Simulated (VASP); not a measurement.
Set up this calculation in VASP 6.6.1, as the native input.

```yaml
Task: single point
Functional: PBEsol
Potentials_or_basis: VASP PAW PBE potentials, release 64 (Nb_sv, Te, N)
Cutoff: 520 eV
k_mesh: 5 × 5 × 2
Occupations: fermi-dirac, width 0.05 eV
Spin: no spin polarisation
Dipole_correction: no
Further_INCAR_settings: ALGO = Normal; EDIFF = 1e-06; NBANDS = 33
```

The structure of NbTeN lies in POSCAR:

```
NbTeN
1.0
    3.6774123698      0.0000000000      0.0000000000
    0.0000000000      3.6774123698      0.0000000000
    0.0000000000      0.0000000000      9.7941649347
Nb Te N
2 2 2
Direct
    0.5000000000      0.0000000000      0.1143750000
    0.0000000000      0.5000000000      0.8856250000
    0.5000000000      0.0000000000      0.6986270000
    0.0000000000      0.5000000000      0.3013730000
    0.5000000000      0.5000000000      0.0000000000
    0.0000000000      0.0000000000      0.0000000000
```

The input as run:

INCAR

```
PREC = Accurate ; ENCUT = 520
EDIFF = 1E-6 ; ISMEAR = -1
SIGMA = 0.05 ; LREAL = False
LASPH = True ; NELM = 80
ALGO = Normal ; ISIF = 2
LWAVE = False ; LCHARG = True
GGA = PS ; LELF = True
LVHAR = True ; NBANDS = 33
```

KPOINTS

```
Automatic mesh
0
Gamma
  5 5 2
```

Potentials or basis: VASP PAW PBE potentials, release 64 (Nb_sv, Te, N).

Run with:

```console
$ cat potpaw_PBE.64/Nb_sv/POTCAR potpaw_PBE.64/Te/POTCAR potpaw_PBE.64/N/POTCAR > POTCAR
$ mpirun -np 1 vasp_std > vasp.out
```

Results of the run:

- Pressure: -13.6 GPa
- Largest force: 1.968 eV/Å
- Band gap on the k mesh: zero (bands 24 and 25 overlap by 0.18 eV)

Caveat: the cell stands under tension; the PAW data sets were made with another functional, which shifts forces and pressure a little; spin-orbit coupling is left out, which moves the levels of the heavy elements; this functional lacks dispersion, which binds layers or chains, so the pressure and a relaxed spacing across them are unreliable.

It took 65 s on 1 thread of AMD EPYC 7R13 Processor (Zen 3), on a shared host, peak memory 0.22 GiB.
